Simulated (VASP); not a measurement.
# GaP (F-43m) in VASP: a series of runs, part 2 of 2

VASP 6.6.1. Earlier steps stand in the parts before.

**4. Single point, PBE, non-collinear spin, zero start, spin-orbit coupling**

INCAR reads:

```
  ALGO = Normal
  EDIFF = 1E-7
  ENCUT = 520
  GGA = PE
  GGA_COMPAT = False
  ISIF = 2
  ISMEAR = 0
  LASPH = True
  LCHARG = True
  LORBIT = 11
  LORBMOM = True
  LREAL = False
  LSORBIT = True
  LVHAR = True
  LWAVE = False
  MAGMOM = 0 0 0 0 0 0
  NBANDS = 30
  NELM = 150
  PREC = Accurate
  SIGMA = 0.02
```

KPOINTS reads:

```
k-points
0
Gamma
  8 8 8
```

POSCAR reads:

```
GaP
1.0
    0.0000000000      2.7525584819      2.7525584819
    2.7525584819      0.0000000000      2.7525584819
    2.7525584819      2.7525584819      0.0000000000
Ga P
1 1
Direct
    0.0000000000      0.0000000000      0.0000000000
    0.2500000000      0.2500000000      0.2500000000
```

Potentials or basis: VASP PAW PBE potentials, release 64 (Ga_d, P).

Launch:

```bash
$ cat potpaw_PBE.64/Ga_d/POTCAR potpaw_PBE.64/P/POTCAR > POTCAR
$ mpirun -np 1 vasp_ncl > vasp.out
```

OUTCAR:

```text
EDIFF = 1E-7
   ENCUT = 520
   GGA = PE
   ISIF = 2
   ISMEAR = 0
   LASPH = True
   LORBIT = 11
   LREAL = False
   LSORBIT = True
   NELM = 150
   PREC = Accurate

 ion  position               nearest neighbor table
   1  0.000  0.000  0.000-   2 2.38   2 2.38   2 2.38   2 2.38
   2  0.250  0.250  0.250-   1 2.38   1 2.38   1 2.38   1 2.38

  LATTYP: Found a face centered cubic cell.
 ALAT       =     5.5051169638

  Lattice vectors:

 A1 = (   0.0000000000,   2.7525584819,   2.7525584819)
 A2 = (   2.7525584819,   0.0000000000,   2.7525584819)
 A3 = (   2.7525584819,   2.7525584819,   0.0000000000)

Analysis of symmetry for initial positions (statically):
=====================================================================
 Subroutine PRICEL returns:
 Original cell was already a primitive cell.

 Routine SETGRP: Setting up the symmetry group for a
 face centered cubic supercell.

 Subroutine GETGRP returns: Found 24 space group operations
 (whereof 24 operations were pure point group operations)
 out of a pool of 48 trial point group operations.

The static configuration has the point symmetry T_d .

Analysis of symmetry for dynamics (positions and initial velocities):
=====================================================================
 Subroutine PRICEL returns:
 Original cell was already a primitive cell.

 Routine SETGRP: Setting up the symmetry group for a
 face centered cubic supercell.

 Subroutine GETGRP returns: Found 24 space group operations
 (whereof 24 operations were pure point group operations)
 out of a pool of 48 trial point group operations.

The dynamic configuration has the point symmetry T_d .

Analysis of structural, dynamic, and magnetic symmetry:
=====================================================================
 Subroutine PRICEL returns:
 Original cell was already a primitive cell.

 Routine SETGRP: Setting up the symmetry group for a
 face centered cubic supercell.

[... 999 lines left out ...]

 orbital moment (y)

 # of ion     p       d       tot
 ----------------------------------------
  1         0.000  -0.000   0.000
  2        -0.000   0.000  -0.000
 ----------------------------------------
            0.000  -0.000   0.000

 orbital moment (z)

 # of ion     p       d       tot
 ----------------------------------------
  1        -0.000   0.000  -0.000
  2         0.000   0.000   0.000
 ----------------------------------------
           -0.000   0.000  -0.000

 Spin-Orbit-Coupling matrix elements

 Ion:    1  E_soc:     -0.0115079
 l=   1
     0.0000000    -0.0010702    -0.0010702
    -0.0010702     0.0000000    -0.0010702
    -0.0010702    -0.0010702     0.0000000
 l=   2
     0.0000000    -0.0001725     0.0000000    -0.0001725    -0.0006753
    -0.0001725     0.0000000    -0.0005065    -0.0001725    -0.0001688
     0.0000000    -0.0005065     0.0000000    -0.0005065     0.0000000
    -0.0001725    -0.0001725    -0.0005065     0.0000000    -0.0001688
    -0.0006753    -0.0001688     0.0000000    -0.0001688     0.0000000
 l=   3
     0.0000000     0.0000000     0.0000000     0.0000000     0.0000000     0.0000000     0.0000000
     0.0000000     0.0000000     0.0000000     0.0000000     0.0000000     0.0000000     0.0000000
     0.0000000     0.0000000     0.0000000     0.0000000     0.0000000     0.0000000     0.0000000
     0.0000000     0.0000000     0.0000000     0.0000000     0.0000000     0.0000000     0.0000000
     0.0000000     0.0000000     0.0000000     0.0000000     0.0000000     0.0000000     0.0000000
     0.0000000     0.0000000     0.0000000     0.0000000     0.0000000     0.0000000     0.0000000
     0.0000000     0.0000000     0.0000000     0.0000000     0.0000000     0.0000000     0.0000000

 Ion:    2  E_soc:     -0.0008986
 l=   1
     0.0000000    -0.0001498    -0.0001498
    -0.0001498     0.0000000    -0.0001498
    -0.0001498    -0.0001498     0.0000000
 l=   2
     0.0000000     0.0000000     0.0000000     0.0000000     0.0000000
     0.0000000     0.0000000     0.0000000     0.0000000     0.0000000
     0.0000000     0.0000000     0.0000000     0.0000000     0.0000000
     0.0000000     0.0000000     0.0000000     0.0000000     0.0000000
     0.0000000     0.0000000     0.0000000     0.0000000     0.0000000
 l=   3
     0.0000000     0.0000000     0.0000000     0.0000000     0.0000000     0.0000000     0.0000000
     0.0000000     0.0000000     0.0000000     0.0000000     0.0000000     0.0000000     0.0000000
     0.0000000     0.0000000     0.0000000     0.0000000     0.0000000     0.0000000     0.0000000
     0.0000000     0.0000000     0.0000000     0.0000000     0.0000000     0.0000000     0.0000000
     0.0000000     0.0000000     0.0000000     0.0000000     0.0000000     0.0000000     0.0000000
     0.0000000     0.0000000     0.0000000     0.0000000     0.0000000     0.0000000     0.0000000
     0.0000000     0.0000000     0.0000000     0.0000000     0.0000000     0.0000000     0.0000000

 total charge

# of ion       s       p       d       tot
------------------------------------------
    1        0.859   0.817  10.006  11.682
    2        1.022   1.506   0.000   2.529
--------------------------------------------------
tot          1.882   2.323  10.006  14.211

 magnetization (x)

# of ion       s       p       d       tot
------------------------------------------
    1        0.000  -0.000  -0.000  -0.000
    2        0.000  -0.000   0.000  -0.000
--------------------------------------------------
tot          0.000  -0.000  -0.000  -0.000

 magnetization (y)

# of ion       s       p       d       tot
------------------------------------------
    1        0.000   0.000  -0.000   0.000
    2        0.000  -0.000   0.000  -0.000
--------------------------------------------------
tot          0.000  -0.000  -0.000  -0.000

 magnetization (z)

# of ion       s       p       d       tot
------------------------------------------
    1        0.000  -0.000  -0.000   0.000
    2       -0.000   0.000   0.000   0.000
--------------------------------------------------
tot          0.000   0.000  -0.000   0.000
```

It took 2.6 min on 1 thread of Intel Xeon Platinum 8488C (Sapphire Rapids), shared host; peak memory 0.31 GiB.

Results:

| Property | Result |
| --- | --- |
| Free energy | -9.1317 eV |
| Pressure | 0.0 GPa |
| Net moment | 0.00 μB per cell |
| Valence electrons inside the program's atomic spheres | Ga 11.68; P 2.53 |

Moments on the atoms (μB; x, y, z):
```
Ga  0.00 0.00 0.00
P   0.00 0.00 0.00
```

**5. Summary**

```tsv
task	spin	cell	cutoff (eV)	gap on the mesh (eV)	pressure (GPa)
single point	off	a = 3.893 Å, angles 60.0°, 2 atoms	520	1.58	0.0
relaxation of cell and atoms	off	relaxed from a = 3.855 Å, angles 60.0°, 2 atoms	600	1.58	0.0
single point	non-collinear, zero start, SOC	a = 3.893 Å, angles 60.0°, 2 atoms	520	-	0.0
```

Alike in all rows: level PBE; potentials or basis VASP PAW PBE potentials, release 64 (Ga_d, P); k mesh 8 × 8 × 8; smearing gaussian 0.02 eV.

Total energies depend on the potentials used, so only differences within one code and one set of settings carry meaning.
